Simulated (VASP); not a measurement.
# C25O in VASP: further runs

C25O is run at these levels: PBE; tasks: single point.

Program: VASP 6.6.1. These are calculated values, not measurements. Logs are shortened: lines on timing, memory, paths and dates and some standing lists are left out, and cuts for length are marked.

## (1) The cell of the first run

The cell holds a slab with vacuum, 26 atoms: a = 5.051 Å, b = 5.051 Å, c = 24.368 Å, α = 90.00°, β = 90.00°, γ = 120.00°.

## (2) Single point, PBE

Input file INCAR:

```
PREC = Accurate
ENCUT = 520
EDIFF = 1E-6
ISMEAR = 0
SIGMA = 0.05
LREAL = Auto
LASPH = True
NELM = 80
ALGO = Normal
ISIF = 2
LWAVE = False
LCHARG = True
LDIPOL = True
IDIPOL = 3
DIPOL = 0.5 0.5 0.301
GGA = PE
LELF = True
LVHAR = True
LVACPOTAV = True
NBANDS = 72
```

Input file KPOINTS:

```
Automatic mesh
0
Gamma
  6 6 1
```

Input file POSCAR:

```
C25O
1.0
    5.0509324483      0.0000000000      0.0000000000
   -2.5254662241      4.3742358130      0.0000000000
    0.0000000000      0.0000000000     24.3675695640
C O
25 1
Direct
    0.1666666667      0.3333333333      0.1641526041
    0.1666666667      0.8333333333      0.1641526041
    0.6666666667      0.3333333333      0.1641526041
    0.6666666667      0.8333333333      0.1641526041
    0.0000000000      0.0000000000      0.1853081253
    0.0000000000      0.5000000000      0.1853081253
    0.5000000000      0.0000000000      0.1853081253
    0.5000000000      0.5000000000      0.1853081253
    0.0000000000      0.0000000000      0.2487746889
    0.0000000000      0.5000000000      0.2487746889
    0.5000000000      0.0000000000      0.2487746889
    0.5000000000      0.5000000000      0.2487746889
    0.3333333333      0.1666666667      0.2625971826
    0.3333333333      0.6666666667      0.2625971826
    0.8333333333      0.1666666667      0.2625971826
    0.8333333333      0.6666666667      0.2625971826
    0.3333333333      0.1666666667      0.4254554106
    0.3333333333      0.6666666667      0.4254554106
    0.8333333333      0.1666666667      0.4254554106
    0.8333333333      0.6666666667      0.4254554106
    0.1666666667      0.3333333333      0.4254658856
    0.1666666667      0.8333333333      0.4254658856
    0.6666666667      0.3333333333      0.4254658856
    0.6666666667      0.8333333333      0.4254658856
    0.6666666667      0.8333333333      0.4898957827
    0.9318558448      0.9659279224      0.4898957827
```

Potentials or basis: VASP PAW PBE potentials, release 64 (C, O).

Command:

```
cat potpaw_PBE.64/C/POTCAR potpaw_PBE.64/O/POTCAR > POTCAR
mpirun -np 1 vasp_std > vasp.out
```

OUTCAR:

```text
PREC = Accurate
   ENCUT = 520
   EDIFF = 1E-6
   ISMEAR = 0
   LREAL = Auto
   LASPH = True
   NELM = 80
   ISIF = 2
   GGA = PE

 ion  position               nearest neighbor table
   1  0.167  0.333  0.164-   5 1.55   8 1.55   6 1.55
   2  0.167  0.833  0.164-   6 1.55   7 1.55   5 1.55
   3  0.667  0.333  0.164-   7 1.55   6 1.55   8 1.55
   4  0.667  0.833  0.164-   8 1.55   5 1.55   7 1.55
   5  0.000  0.000  0.185-   1 1.55   4 1.55   2 1.55   9 1.55
   6  0.000  0.500  0.185-   2 1.55   3 1.55   1 1.55  10 1.55
   7  0.500  0.000  0.185-   3 1.55   2 1.55   4 1.55  11 1.55
   8  0.500  0.500  0.185-   4 1.55   1 1.55   3 1.55  12 1.55
   9  0.000  0.000  0.249-  16 1.50  13 1.50  15 1.50   5 1.55
  10  0.000  0.500  0.249-  15 1.50  14 1.50  16 1.50   6 1.55
  11  0.500  0.000  0.249-  14 1.50  15 1.50  13 1.50   7 1.55
  12  0.500  0.500  0.249-  13 1.50  16 1.50  14 1.50   8 1.55
  13  0.333  0.167  0.263-  12 1.50   9 1.50  11 1.50
  14  0.333  0.667  0.263-  11 1.50  10 1.50  12 1.50
  15  0.833  0.167  0.263-  10 1.50  11 1.50   9 1.50
  16  0.833  0.667  0.263-   9 1.50  12 1.50  10 1.50
  17  0.333  0.167  0.425-  21 1.46  22 1.46  23 1.46
  18  0.333  0.667  0.425-  22 1.46  21 1.46  24 1.46
  19  0.833  0.167  0.425-  23 1.46  24 1.46  21 1.46
  20  0.833  0.667  0.425-  24 1.46  23 1.46  22 1.46
  21  0.167  0.333  0.425-  17 1.46  18 1.46  19 1.46
  22  0.167  0.833  0.425-  18 1.46  17 1.46  20 1.46
  23  0.667  0.333  0.425-  19 1.46  20 1.46  17 1.46
  24  0.667  0.833  0.425-  20 1.46  19 1.46  18 1.46  25 1.57  26 1.95
  25  0.667  0.833  0.490-  26 1.16  24 1.57
  26  0.932  0.966  0.490-  25 1.16  24 1.95

  LATTYP: Found a hexagonal cell.
 ALAT       =     5.0509324483
 C/A-ratio  =     4.8243705125

  Lattice vectors:

 A1 = (   5.0509324483,   0.0000000000,   0.0000000000)
 A2 = (  -2.5254662241,   4.3742358130,   0.0000000000)
 A3 = (   0.0000000000,   0.0000000000,  24.3675695640)

Analysis of symmetry for initial positions (statically):
=====================================================================
 Subroutine PRICEL returns:
 Original cell was already a primitive cell.

 Routine SETGRP: Setting up the symmetry group for a
 hexagonal supercell.

 Subroutine GETGRP returns: Found  2 space group operations
 (whereof  2 operations were pure point group operations)
 out of a pool of 24 trial point group operations.

The static configuration has the point symmetry C_1h.

Analysis of symmetry for dynamics (positions and initial velocities):
=====================================================================
 Subroutine PRICEL returns:
 Original cell was already a primitive cell.

 Routine SETGRP: Setting up the symmetry group for a
 hexagonal supercell.

 Subroutine GETGRP returns: Found  2 space group operations
 (whereof  2 operations were pure point group operations)
 out of a pool of 24 trial point group operations.

The dynamic configuration has the point symmetry C_1h.

 Subroutine INISYM returns: Found  2 space group operations
 (whereof  2 operations are pure point group operations),
 and found     1 'primitive' translations

----------------------------------------------------------------------------------------

                                     Primitive cell

  volume of cell :     538.3763

  direct lattice vectors                    reciprocal lattice vectors
     5.050932448  0.000000000  0.000000000     0.197983246  0.114305680  0.000000000
    -2.525466224  4.374235813  0.000000000     0.000000000  0.228611360  0.000000000
     0.000000000  0.000000000 24.367569564     0.000000000  0.000000000  0.041038151

  length of vectors
     5.050932448  5.050932448 24.367569564     0.228611360  0.228611360  0.041038151

  position of ions in fractional coordinates (direct lattice)
     0.166666667  0.333333333  0.164152604
     0.166666667  0.833333333  0.164152604
     0.666666667  0.333333333  0.164152604
     0.666666667  0.833333333  0.164152604
     0.000000000  0.000000000  0.185308125
     1.000000000  0.500000000  0.185308125
[... 18 lines left out ...]
     0.666666667  0.833333333  0.489895783
     0.931855845  0.965927922  0.489895783

  ion indices of the primitive-cell ions
   primitive index   ion index
                 1           1
                 2           2
                 3           3
                 4           4
                 5           5
                 6           6
[... 18 lines left out ...]
                25          25
                26          26

----------------------------------------------------------------------------------------

 KPOINTS: Automatic mesh

Automatic generation of k-mesh.
 Grid dimensions read from file:
 generate k-points for:    6    6    1

 Generating k-lattice:

  Cartesian coordinates                     Fractional coordinates (reciprocal lattice)
     0.032997208  0.019050947  0.000000000     0.166666667 -0.000000000  0.000000000
     0.000000000  0.038101893  0.000000000     0.000000000  0.166666667  0.000000000
     0.000000000  0.000000000  0.041038151     0.000000000  0.000000000  1.000000000

  Length of vectors
     0.038101893  0.038101893  0.041038151

  Shift w.r.t. Gamma in fractional coordinates (k-lattice)
     0.000000000  0.000000000  0.000000000

 Subroutine IBZKPT returns following result:
 ===========================================

 Found     13 irreducible k-points:

 Following reciprocal coordinates:
            Coordinates               Weight
  0.000000  0.000000  0.000000      1.000000
  0.166667  0.000000  0.000000      2.000000
  0.000000  0.166667  0.000000      4.000000
  0.333333  0.000000  0.000000      2.000000
  0.000000  0.333333  0.000000      4.000000
  0.500000 -0.000000  0.000000      1.000000
  0.000000  0.500000  0.000000      2.000000
  0.166667  0.166667  0.000000      4.000000
 -0.166667  0.333333  0.000000      2.000000
  0.333333  0.166667  0.000000      4.000000
 -0.166667  0.500000  0.000000      4.000000
  0.500000  0.333333  0.000000      4.000000
  0.333333  0.333333  0.000000      2.000000
   k-points           NKPTS =     13   k-points in BZ     NKDIM =     13   number of bands    NBANDS=     72
   number of dos      NEDOS =    301   number of ions     NIONS =     26
   total plane-waves  NPLWV = 307200
   dimension x,y,z NGX =    40 NGY =   40 NGZ =  192
   dimension x,y,z NGXF=    80 NGYF=   80 NGZF=  384
   ions per type =              25   1
   NGX,Y,Z   is equivalent  to a cutoff of  13.17, 13.17, 13.10 a.u.
   NGXF,Y,Z  is equivalent  to a cutoff of  26.33, 26.33, 26.20 a.u.
 SYSTEM =  unknown system
   PREC   = accura    normal or accurate (medium, high low for compatibility)
   ISTART =      0    job   : 0-new  1-cont  2-samecut
   ICHARG =      2    charge: 1-file 2-atom 10-const
   ISPIN  =      1    spin polarized calculation?
   LNONCOLLINEAR =      F non collinear calculations
   LSORBIT =      F    spin-orbit coupling
   LASPH  =      T    aspherical Exc in radial PAW
   ENCUT  =  520.0 eV  38.22 Ry    6.18 a.u.   9.39  9.39 45.31*2*pi/ulx,y,z
   NELM   =     80;   NELMIN=  2; NELMDL= -5     # of ELM steps
   EDIFF  = 0.1E-05   stopping-criterion for ELM
   LREAL  =      T    real-space projection
   EDIFFG = 0.1E-04   stopping-criterion for IOM
   NSW    =      0    number of steps for IOM
   IBRION =     -1    ionic relax: 0-MD 1-quasi-New 2-CG
   NFREE  =      0    steps in history (QN), initial steepest desc. (CG)
   ISIF   =      2    stress and relaxation
   ISYM   =      2    0-nonsym 1-usesym 2-fastsym
   POTIM  = 0.5000    time-step for ionic-motion
   TEBEG  =    0.0;   TEEND  =   0.0 temperature during run
   PSTRESS=    0.0 pullay stress
   NELECT =     106.0000    total number of electrons
   NUPDOWN=      -1.0000    fix difference up-down
   EMIN   =  10.00;   EMAX   =-10.00  energy-range for DOS
   EFERMI =   0.00;   METHOD = LEGACY
   ISMEAR =     0;   SIGMA  =   0.05  broadening in eV -4-tet -1-fermi 0-gaus
   EFERMI_NEDOS =   21; number of points for ismear=-14 and -15
   IALGO  =     38    algorithm
   IMIX   =      4    mixing-type and parameters
     AMIX     =   0.40;   BMIX     =  1.00
     AMIX_MAG =   1.60;   BMIX_MAG =  1.00
  volume/ion in A,a.u.               =      20.71       139.74
  Fermi-wavevector in a.u.,A,eV,Ry     =   0.952390  1.799756 12.341118  0.907047
  Thomas-Fermi vector in A             =   2.080948
   LORBIT       =      0    0 simple, 1 ext, 2 COOP (PROOUT), +10 PAW based schemes
   GGA     = PE    functional components
   LHFCALC =     F    Hartree Fock is set to
   AEXX    =    0.0000 exact exchange contribution
   IVDW    =     0    specifies the selected vdW correction
   LEPSILON=     F    determine dielectric tensor
   LRPA    =     F    only Hartree local field effects (RPA)
 non-spin polarized calculation
 Gauss-broadening in eV      SIGMA  =   0.05
  energy-cutoff  :      520.00
  volume of cell :      538.38
 maximum number of plane-waves:     14552
 NGX is ok and might be reduce to    40
   NGX = 19   NGY = 19   NGZ = 91

 dipolmoment           0.000000      0.000000      0.030285 electrons x Angstroem

 number of electron     106.0000001 magnetization

 dipolmoment           0.000000      0.000000     -0.040841 electrons x Angstroem

 Free energy of the ion-electron system (eV)
  ---------------------------------------------------
  ext. energy  EPLUGINS =         0.00000000
  ---------------------------------------------------
  free energy    TOTEN  =      -212.95944252 eV

  energy without entropy =     -212.95399013  energy(sigma->0) =     -212.95671632

 E-fermi :  -1.4351     XC(G=0):  -4.7846

 val. band max:       -1.4430132790   @ k =   0.5000  -0.0000   0.0000
 cond. band min:      -1.3212768935   @ k =   0.0000   0.5000   0.0000
 fundamental gap:      0.1217363855
 Fermi energy:        -1.4350924423

 k-point     1 :       0.0000    0.0000    0.0000
  band No.  band energies     occupation
      1     -26.0336      2.00000
      2     -22.4473      2.00000
      3     -20.5817      2.00000
      4     -18.5527      2.00000
      5     -17.3660      2.00000
      6     -17.3657      2.00000
[... 873 lines left out ...]
     64       5.4759      0.00000
     65       5.8800      0.00000
 [bands above 65 left out]

------------------------ aborting loop because EDIFF is reached ----------------------------------------

  FORCE on cell =-STRESS in cart. coord.  units (eV):
  Direction    XX          YY          ZZ          XY          YZ          ZX
  --------------------------------------------------------------------------------------
  -------------------------------------------------------------------------------------
  Total      -13.5999512    -14.6086465     43.7514957      0.8735557      2.1807897      3.7772419
  in kB      -40.4726803    -43.4744999    130.2019593      2.5996520      6.4899059     11.2408569
  external PRESSURE =      15.4182597 kB  Pullay stress =       0.0000000 kB

 VOLUME and BASIS-vectors are now :
 -----------------------------------------------------------------------------
  energy-cutoff  :      520.00
  volume of cell :      538.38
      direct lattice vectors                 reciprocal lattice vectors
     5.050932448  0.000000000  0.000000000     0.197983246  0.114305680  0.000000000
    -2.525466224  4.374235813  0.000000000     0.000000000  0.228611360  0.000000000
     0.000000000  0.000000000 24.367569564     0.000000000  0.000000000  0.041038151

 POSITION                                       TOTAL-FORCE (eV/Angst)
 -----------------------------------------------------------------------------------
      0.00000      1.45808      4.00000        -0.004041      0.001290      3.558586
     -1.26273      3.64520      4.00000        -0.000903     -0.004145      3.558586
      2.52547      1.45808      4.00000         0.003509      0.002026      3.561197
      1.26273      3.64520      4.00000         0.000234      0.000135      3.567019
      0.00000      0.00000      4.51551         0.005345      0.003086     -7.751886
     -1.26273      2.18712      4.51551         0.003119      0.001800     -7.756265
[... 18 lines left out ...]
      1.26273      3.64520     11.93757        -1.534144     -0.885738      5.818313
      2.26732      4.22520     11.93757         3.955650      2.283796     10.407847
 -----------------------------------------------------------------------------------
    total drift:                                0.005257      0.003044      0.044191

  FREE ENERGIE OF THE ION-ELECTRON SYSTEM (eV)
  ---------------------------------------------------
  free  energy   TOTEN  =      -212.9594425169 eV

  energy  without entropy=     -212.9539901281  energy(sigma->0) =     -212.95671632

 vacuum level on the upper side and lower side of the slab         4.206         4.541
```

It took 14 min on 1 thread of Intel Xeon 6975P-C (Granite Rapids), shared host; peak memory 0.76 GiB.

Results:

```
Free energy            : -212.9594 eV
Largest force          : 11.366 eV/Å
Band gap on the k mesh : zero (bands 53 and 54 overlap by 0.01 eV)
```

Forces in eV/Å, atoms in the order of the input:
```
C   -0.004  0.001  3.559
C   -0.001 -0.004  3.559
C    0.004  0.002  3.561
C    0.000  0.000  3.567
C    0.005  0.003 -7.752
C    0.003  0.002 -7.756
C   -0.004  0.005 -7.746
C    0.002 -0.006 -7.746
C    0.003  0.002  4.159
C    0.004  0.002  4.178
C   -0.005  0.005  4.156
C    0.002 -0.007  4.156
C   -0.002 -0.001  0.022
C   -0.009 -0.005  0.037
C   -0.001  0.002  0.040
C    0.001 -0.002  0.040
C    0.003  0.002 -0.390
C   -2.140 -1.235 -2.397
C   -1.313  2.944 -3.553
C    1.894 -2.609 -3.553
C   -0.094  0.720 -0.914
C    0.577 -0.441 -0.914
C    0.448  0.259 -0.432
C   -1.794 -1.036 -4.105
C   -1.534 -0.886  5.818
O    3.956  2.284 10.408
```

Levels at points of the mesh, in eV from the Fermi level:
```tsv
k point	band 50	band 51	band 52	band 53	band 54	band 55	band 56	band 57
(0.00, 0.00, 0.00)	-1.31	-0.91	-0.91	-0.58	0.56	0.76	0.90	0.90
(0.50, 0.00, 0.00)	-1.26	-0.12	-0.03	-0.01	0.12	0.12	1.30	1.33
(0.00, 0.50, 0.00)	-1.26	-0.33	-0.04	-0.03	0.11	0.11	0.99	1.33
```

## (3) Single point, PBE

Input file INCAR:

```
ALGO = Normal
DIPOL = 0.5 0.5 0.303
EDIFF = 1E-6
ENCUT = 520
GGA = PE
IDIPOL = 3
ISIF = 2
ISMEAR = 0
LASPH = True
LCHARG = False
LDIPOL = True
LREAL = Auto
LWAVE = False
NBANDS = 72
NELM = 60
PREC = Accurate
SIGMA = 0.05
```

Input file KPOINTS:

```
k-points
0
Gamma
  6 6 1
```

POSCAR, as its differences from that of step 2:

```diff
@@ -33,2 +33,2 @@
     0.6666666667      0.8333333333      0.4898957827
-    0.9318558448      0.9659279224      0.4898957827
+    0.7009846716      0.7990153284      0.5358779622
```

Potentials or basis: VASP PAW PBE potentials, release 64 (C, O).

Command:

```
cat potpaw_PBE.64/C/POTCAR potpaw_PBE.64/O/POTCAR > POTCAR
mpirun -np 1 vasp_std > vasp.out
```

Wall time 16 min (1 thread of Intel Xeon 6975P-C (Granite Rapids), shared host); peak memory 0.78 GiB.

Results (log left out):

- Free energy: -216.5862 eV
- Largest force: 7.779 eV/Å
- Band gap on the k mesh: zero (bands 53 and 54 overlap by 0.07 eV)

Forces in eV/Å, atoms in the order of the input:
```
C   -0.001  0.000  3.571
C    0.000 -0.013  3.576
C    0.011  0.006  3.576
C    0.006 -0.003  3.590
C    0.005  0.004 -7.767
C   -0.006  0.003 -7.779
C   -0.004  0.002 -7.756
C   -0.001 -0.007 -7.767
C    0.008  0.005  4.130
C   -0.005  0.003  4.163
C   -0.009  0.005  4.126
C    0.000 -0.009  4.130
C   -0.003  0.002  0.046
C   -0.012 -0.007  0.073
C   -0.001  0.014  0.073
C    0.011 -0.006  0.055
C    0.004 -0.002  0.133
C   -3.056 -1.720 -1.309
C   -0.039  3.506 -1.309
C    2.222 -1.283 -1.367
C   -0.024  0.014 -0.291
C    0.304 -0.017 -0.153
C    0.167 -0.255 -0.153
C    0.387 -0.224  3.245
C   -0.226  0.130 -0.185
O    0.261 -0.151  1.348
```

Levels at points of the mesh, in eV from the Fermi level:
```
           k point  band 49  band 50  band 51  band 52  band 53  band 54  band 55  band 56  band 57  band 58
(0.00, 0.00, 0.00)    -1.38    -1.38    -0.92    -0.92    -0.39     0.02     0.05     0.88     0.88     0.89
(0.50, 0.00, 0.00)    -1.30    -1.28    -0.11    -0.05     0.03     0.10     0.16     0.84     1.28     1.31
(0.50, 0.50, 0.00)    -1.30    -1.28    -0.27    -0.05    -0.03     0.10     0.11     1.03     1.30     1.31
```

## (4) Single point, PBE

Input file INCAR:

```
SYSTEM = C25O
PREC = Accurate
ENCUT = 520
EDIFF = 1E-6
ISMEAR = 0
SIGMA = 0.05
LREAL = Auto
LASPH = .TRUE.
NELM = 60
ALGO = Normal
ISIF = 2
LWAVE = .FALSE.
LCHARG = .FALSE.
LDIPOL = .TRUE.
IDIPOL = 3
DIPOL = 0.5 0.5 0.303
GGA = PE
NBANDS = 72
```

Input file KPOINTS:

```
Automatic mesh
0
G
  6 6 1
  0 0 0
```

POSCAR, as its differences from that of step 3:

```diff
@@ -33,2 +33,2 @@
     0.6666666667      0.8333333333      0.4898957827
-    0.7009846716      0.7990153284      0.5358779622
+    0.7992612557      0.8996306279      0.5311222770
```

Command:

```
cat potpaw_PBE.64/C/POTCAR potpaw_PBE.64/O/POTCAR > POTCAR
mpirun -np 1 vasp_std > vasp.out
```

Run time: 42 min. Hardware: 1 thread of Intel Xeon 8259CL, shared host; peak memory 0.79 GiB.

The run converged. Its results:

| Property | Result |
| --- | --- |
| Free energy | -216.5739 eV |
| Largest force | 7.762 eV/Å |
| Band gap on the k mesh | zero (bands 53 and 54 overlap by 0.10 eV) |

Forces in eV/Å, atoms in the order of the input:
```
C   -0.001  0.000  3.573
C   -0.001 -0.001  3.573
C    0.009  0.005  3.577
C    0.003  0.002  3.588
C    0.003  0.002 -7.762
C   -0.006 -0.003 -7.756
C   -0.006  0.003 -7.756
C    0.000 -0.006 -7.756
C    0.002  0.001  4.126
C   -0.004 -0.002  4.142
C   -0.007  0.006  4.128
C    0.002 -0.009  4.128
C    0.005  0.003  0.042
C   -0.004 -0.002  0.079
C    0.000  0.007  0.053
C    0.006 -0.003  0.053
C   -0.026 -0.015  0.191
C   -3.441 -1.987 -1.673
C   -0.056  2.489 -1.490
C    2.127 -1.293 -1.490
C    0.061  0.408 -0.276
C    0.384 -0.151 -0.276
C    0.022  0.013 -0.017
C    0.460  0.265  2.179
C   -0.199 -0.115  1.243
O    0.665  0.384  1.577
```

Levels at points of the mesh, in eV from the Fermi level:
| k point | band 49 | band 50 | band 51 | band 52 | band 53 | band 54 | band 55 | band 56 | band 57 | band 58 |
| --- | --- | --- | --- | --- | --- | --- | --- | --- | --- | --- |
| (0.00, 0.00, 0.00) | -1.38 | -1.38 | -0.92 | -0.92 | -0.59 | 0.04 | 0.19 | 0.89 | 0.89 | 0.89 |
| (0.50, 0.00, 0.00) | -1.29 | -1.28 | -0.08 | -0.05 | 0.07 | 0.10 | 0.27 | 0.50 | 1.22 | 1.31 |
| (0.00, 0.50, 0.00) | -1.29 | -1.28 | -0.39 | -0.05 | -0.04 | 0.10 | 0.11 | 0.90 | 1.31 | 1.31 |

## (5) Summary

```tsv
cell	gap on the mesh (eV)	largest force (eV/Å)
as given, atomic positions A	none	11.37
as given, atomic positions B	none	7.78
as given, atomic positions C	none	7.76
```

Alike in all rows: task single point; level PBE; potentials or basis VASP PAW PBE potentials, release 64 (C, O); no spin polarisation; k mesh 6 × 6 × 1; cutoff (eV) 520; smearing gaussian 0.05 eV.

Absolute energies hang on the potentials; compare differences alone.

The gap in the log of VASP goes by the Fermi energy; the results here count the filled bands.